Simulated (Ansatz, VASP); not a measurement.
**SiC: VASP beside Ansatz**

Contents of INCAR:

```
PREC     = Accurate       # precision mode
ENCUT    = 520            # plane-wave cutoff, eV
EDIFF    = 1E-6           # SCF threshold, eV
ISMEAR   = 0              # smearing method
SIGMA    = 0.02           # smearing width, eV
LREAL    = False          # projectors in reciprocal space
LASPH    = True           # aspherical terms in the spheres
NELM     = 80             # most SCF steps
ALGO     = Normal         # electronic algorithm
ISIF     = 2              # what is computed and relaxed
LWAVE    = False          # write WAVECAR
LCHARG   = False          # write CHGCAR
GGA      = PE             # functional
IBRION   = 2              # ionic algorithm
NSW      = 60             # ionic steps
EDIFFG   = -0.008         # ionic threshold
```

KPOINTS

```
regular mesh
0
Gamma
  12 12 6
```

Contents of POSCAR:

```
SiC
1.0
    3.0919365178      0.0000000000      0.0000000000
   -1.5459682589      2.6776955713      0.0000000000
    0.0000000000      0.0000000000      4.9728064432
Si C
2 2
Direct
    0.3333333333      0.6666666667      0.4995817066
    0.6666666667      0.3333333333      0.9995817066
    0.3333333333      0.6666666667      0.8754182934
    0.6666666667      0.3333333333      0.3754182934
```

Input for Ansatz:

```yaml
crystal:
  lattice:
    - [3.0919365178, 0.0, 0.0]
    - [-1.5459682589, 2.6776955713, 0.0]
    - [0.0, 0.0, 4.9728064432]
  atoms:
    - { symbol: Si, position: [0.3333333333, 0.6666666667, 0.4995817066] }
    - { symbol: Si, position: [0.6666666667, 0.3333333333, 0.9995817066] }
    - { symbol: C, position: [0.3333333333, 0.6666666667, 0.8754182934] }
    - { symbol: C, position: [0.6666666667, 0.3333333333, 0.3754182934] }
basis:
  ecutwfc: 420
kpoints:
  mp_grid: { grid: [12, 12, 6] }
hamiltonian:
  xc: pbe
scf:
  occupations: { method: gaussian, width: 0.02 }
output:
  forces: true
  stress: true
  eigenvalues: true
relax:
  adjacent_minimum: "off"
  f_tol: 0.008
  max_steps: 40
```

Change from the starting cell: strain along c alone, the other axes held, atoms relaxed: -2.0 %.

Alike in both runs: task relaxation of the atoms; functional PBE; k mesh 12 × 12 × 6; occupations gaussian, width 0.02 eV; no spin polarisation.

```csv
,VASP,Ansatz
version,VASP 6.6.1,Ansatz 0.2.0
potentials or method,"VASP PAW PBE potentials, release 64 (Si, C), cutoff 520 eV","scalar-relativistic, plane waves, PAW"
valence electrons in the cell,16,16
```

|  | VASP | Ansatz | Ansatz less VASP |
| --- | --- | --- | --- |
| gap on the k mesh at the Fermi level, each at its own relaxed structure (eV) | 2.34 | 2.34 | +0.003 |

Ansatz's warnings: stress scf threshold loose.
